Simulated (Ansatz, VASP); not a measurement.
Given: the input of a run of Ansatz 0.2.0 on InP.

File input.yaml:

```yaml
crystal:
  lattice:
    - [0.0, 2.9499078504, 2.9499078504]
    - [2.9499078504, 0.0, 2.9499078504]
    - [2.9499078504, 2.9499078504, 0.0]
  atoms:
    - { symbol: In, position: [0.0, 0.0, 0.0] }
    - { symbol: P, position: [0.75, 0.75, 0.75] }
hamiltonian:
  xc: b3lyp
  pseudopotentials: { kind: paw }
kpoints:
  mp_grid: { grid: [4, 4, 4] }
scf:
  occupations: { method: fermi_dirac, width: 0.05 }
output:
  forces: true
  stress: true
  eigenvalues: true
```

Potentials or basis: Ansatz PAW.

Command:

```bash
$ ansatz run input.yaml --threads 2 --pin off --max-ram 5632MiB --backend cpu --events-out ev --progress --plain --runs-dir out
```

**Question.** Set up the same calculation for VASP 6.6.1. Potentials there: VASP PAW PBE potentials, release 64 (In_d, P).

**Answer.** As run (the cutoff follows the program's own potentials):

File POSCAR:

```
InP
1.0
    0.0000000000      2.9499078504      2.9499078504
    2.9499078504      0.0000000000      2.9499078504
    2.9499078504      2.9499078504      0.0000000000
In P
1 1
Direct
    0.0000000000      0.0000000000      0.0000000000
    0.7500000000      0.7500000000      0.7500000000
```

Contents of INCAR.step1:

```
ALGO = Normal
EDIFF = 1E-5
ENCUT = 520
GGA = PE
ISIF = 2
ISMEAR = -1
LASPH = True
LCHARG = False
LREAL = False
LWAVE = True
NBANDS = 16
NELM = 60
PREC = Accurate
SIGMA = 0.05
```

The input INCAR.step2:

```
AEXX = 0.2
AGGAC = 0.81
AGGAX = 0.72
ALDAC = 0.19
ALGO = Normal
EDIFF = 1E-6
ENCUT = 520
GGA = B3
ISIF = 2
ISMEAR = -1
ISTART = 1
LASPH = True
LCHARG = False
LHFCALC = True
LREAL = False
LWAVE = False
NBANDS = 16
NELM = 60
PREC = Accurate
PRECFOCK = Normal
SIGMA = 0.05
```

KPOINTS

```
k-points
0
Gamma
  4 4 4
```

Potentials or basis: VASP PAW PBE potentials, release 64 (In_d, P).

Command:

```bash
$ cat potpaw_PBE.64/In_d/POTCAR potpaw_PBE.64/P/POTCAR > POTCAR
$ cp INCAR.step1 INCAR
$ mpirun -np 1 vasp_std > vasp.out
$ cp INCAR.step2 INCAR
$ mpirun -np 1 vasp_std > vasp.out
```

Both were run:

|  | VASP | Ansatz | Ansatz less VASP |
| --- | --- | --- | --- |
| gap on the k mesh at the Fermi level (eV) | 1.72 | 1.65 | -0.072 |
| least direct gap on the mesh (eV) | 1.72 | 1.65 | -0.072 |
| pressure (GPa) | 2.9 | 3.0 | +0.12 |

VASP's potentials were made for PBE, not for B3LYP. The functional is the same, so the differences come from potentials, cutoffs and numerics.

The k mesh is coarse, so the values compare programs but aren't converged.
